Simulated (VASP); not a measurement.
# Ti12HCO: single point with PBE

System: Ti12HCO, a slab with vacuum.

```
Ti C H O
1.0
     5.90000    0.00000    0.00000
     2.95000    5.10955    0.00000
     0.00000    0.00000   15.68460
Ti C H O
12 1 1 1
Direct
  0.00000 0.00000 0.06376
  0.50000 0.00000 0.06376
  0.00000 0.50000 0.06376
  0.50000 0.50000 0.06376
  0.81360 0.34334 0.20342
  0.33149 0.33182 0.20463
  0.83779 0.83153 0.20008
  0.33188 0.83678 0.20452
  0.98489 0.01432 0.34534
  0.52751 0.98638 0.34640
  0.98421 0.50179 0.34542
  0.46070 0.52031 0.35313
  0.84561 0.82829 0.43581
  0.79960 0.85198 0.50437
  0.12596 0.68745 0.42389
```

```yaml
Program: VASP 6.6.1
Task: single point
Functional: PBE
Potentials_or_basis: VASP PAW PBE potentials, release 64 (Ti_sv, C, H, O)
Cutoff: 520 eV
k_mesh: 2 × 2 × 1
Occupations: fermi-dirac, width 0.1 eV
Spin: no spin polarisation
Dipole_correction: no
Further_INCAR_settings: LREAL = Auto; ALGO = Normal; EDIFF = 1e-06; NBANDS = 90
```

| Item | Value |
| --- | --- |
| Largest force | 0.278 eV/Å |
| Band gap on the k mesh | zero (an odd number of electrons rules out a gap without spin polarisation) |

Forces in eV/Å, atoms in the order of the input:
```
Ti   0.158  0.079 -0.018
Ti  -0.028  0.021 -0.085
Ti   0.010 -0.171 -0.012
Ti  -0.207  0.115  0.147
Ti   0.022 -0.009 -0.014
Ti   0.019 -0.009 -0.008
Ti  -0.018  0.001 -0.003
Ti   0.013 -0.008 -0.006
Ti   0.047  0.081 -0.045
Ti   0.005  0.011  0.010
Ti  -0.029 -0.057 -0.020
Ti   0.010 -0.029 -0.011
C   -0.093  0.040  0.024
H   -0.021  0.005  0.057
O    0.113 -0.070 -0.015
```

Levels at points of the mesh, in eV from the Fermi level:
| k point | band 76 | band 77 | band 78 | band 79 | band 80 | band 81 |
| --- | --- | --- | --- | --- | --- | --- |
| (0.00, 0.00, 0.00) | 0.29 | 0.31 | 0.49 | 0.63 | 0.74 | 0.74 |
| (0.50, 0.00, 0.00) | -0.26 | -0.16 | -0.07 | 0.01 | 0.10 | 0.18 |
| (0.50, 0.50, 0.00) | -0.30 | -0.22 | -0.14 | -0.02 | 0.06 | 0.10 |
| (0.00, 0.50, 0.00) | -0.30 | -0.22 | -0.14 | -0.02 | 0.06 | 0.10 |

Wall time 20 min on 1 thread of AMD EPYC 9755 128-Core Processor, on a shared host, peak memory 0.59 GiB.

Caveat: the k points lie up to 0.61 Å⁻¹ apart, too coarse for converged energies and pressures of a metal; there is no dipole correction, which matters where the two faces differ; an odd number of electrons without spin polarisation forces a metal; a magnetic or distorted state may lie lower.
